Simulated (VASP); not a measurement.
Cu, 1 atom in the cell. The structure is cubic, space group Fm-3m (No. 225). Conventional cell: a = 3.577 Å, b = 3.577 Å, c = 3.577 Å, α = 90.00°, β = 90.00°, γ = 90.00°. Within 3.3 Å of Cu (site symmetry m-3m) lie 12 Cu at 2.53 Å. 

```yaml
Program: VASP 6.6.1
Task: single point
Functional: PBEsol
Potentials_or_basis: VASP PAW PBE potentials, release 64 (Cu)
Cutoff: 520 eV
k_mesh: 17 × 17 × 17
Occupations: fermi-dirac, width 0.05 eV
Spin: no spin polarisation
Dipole_correction: no
Further_INCAR_settings: ALGO = Normal; EDIFF = 1e-07; NBANDS = 12
```

Potentials or basis: VASP PAW PBE potentials, release 64 (Cu).

Command:

```bash
$ cat potpaw_PBE.64/Cu/POTCAR > POTCAR
$ mpirun -np 1 vasp_std > vasp.out
```

Hardware: 1 thread of Intel Xeon 6975P-C, on a shared host.

Q: How long does it take, and how much memory?

A: It took 14 s on 1 thread of Intel Xeon 6975P-C, with other jobs on the host, peak memory 0.14 GiB. Counts: scf iterations 12, k points 165.
